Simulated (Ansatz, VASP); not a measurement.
# NbP in VASP and in Ansatz

Contents of INCAR:

```
SYSTEM = NbP
  ALGO = Normal
  EDIFF = 1E-8
  ENCUT = 520
  GGA = PS
  ISIF = 2
  ISMEAR = -1
  LASPH = .TRUE.
  LCHARG = .FALSE.
  LEFG = .TRUE.
  LREAL = .FALSE.
  LWAVE = .FALSE.
  NBANDS = 26
  NELM = 80
  PREC = Accurate
  SIGMA = 0.15
```

The input KPOINTS:

```
k-points
0
G
  18 18 18
  0 0 0
```

Contents of POSCAR:

```
NbP
1.0
   -1.6598280073      1.6598280073      5.6502220102
    1.6598280073     -1.6598280073      5.6502220102
    1.6598280073      1.6598280073     -5.6502220102
Nb P
2 2
Direct
    0.7501368996      0.7501368996      0.0000000000
    0.5001368996      1.0001368996      0.5000000000
    0.3324916754      0.3324916754      0.0000000000
    0.0824916754      0.5824916754      0.5000000000
```

Input for Ansatz:

```yaml
crystal:
  lattice:
    - [-1.6598280073, 1.6598280073, 5.6502220102]
    - [1.6598280073, -1.6598280073, 5.6502220102]
    - [1.6598280073, 1.6598280073, -5.6502220102]
  atoms:
    - { symbol: Nb, position: [0.7501368996, 0.7501368996, 0.0] }
    - { symbol: Nb, position: [0.5001368996, 1.0001368996, 0.5] }
    - { symbol: P, position: [0.3324916754, 0.3324916754, 0.0] }
    - { symbol: P, position: [0.0824916754, 0.5824916754, 0.5] }
basis:
  ecutwfc: 420
kpoints:
  mp_grid: { grid: [18, 18, 18] }
hamiltonian:
  xc: pbesol
scf:
  occupations: { method: fermi_dirac, width: 0.15 }
output:
  forces: true
  stress: true
  eigenvalues: true
  efg: {}
checkpoint:
  read: start.run
  write: ck
  compress: false
  write_wavefunctions: false
  write_every: 100000
```

Alike in both runs: task electric field gradients; functional PBEsol; k mesh 18 × 18 × 18; occupations fermi-dirac, width 0.15 eV; no spin polarisation.

|  | VASP | Ansatz |
| --- | --- | --- |
| version | VASP 6.6.1 | Ansatz 0.2.0 |
| potentials or method | VASP PAW PBE potentials, release 64 (Nb_sv, P), cutoff 520 eV | scalar-relativistic, plane waves, PAW |
| valence electrons in the cell | 36 | 36 |

Ansatz gave:

```
gap on the k mesh at the Fermi level (eV)            : none
pressure (GPa)                                       : 0.0
size of Vzz on the site where it differs most (V/Å²) : 17.6
```

Q: Which values does VASP return?

A: gap on the k mesh at the Fermi level (eV): none; pressure (GPa): -0.2; size of Vzz on the site where it differs most (V/Å²): 16.0.

VASP's potentials were made for PBE, not for PBEsol. A gap of «none» marks a metal or a gap that the smearing closes. With one functional, cell and mesh, what is left measures potentials, basis and numerics.
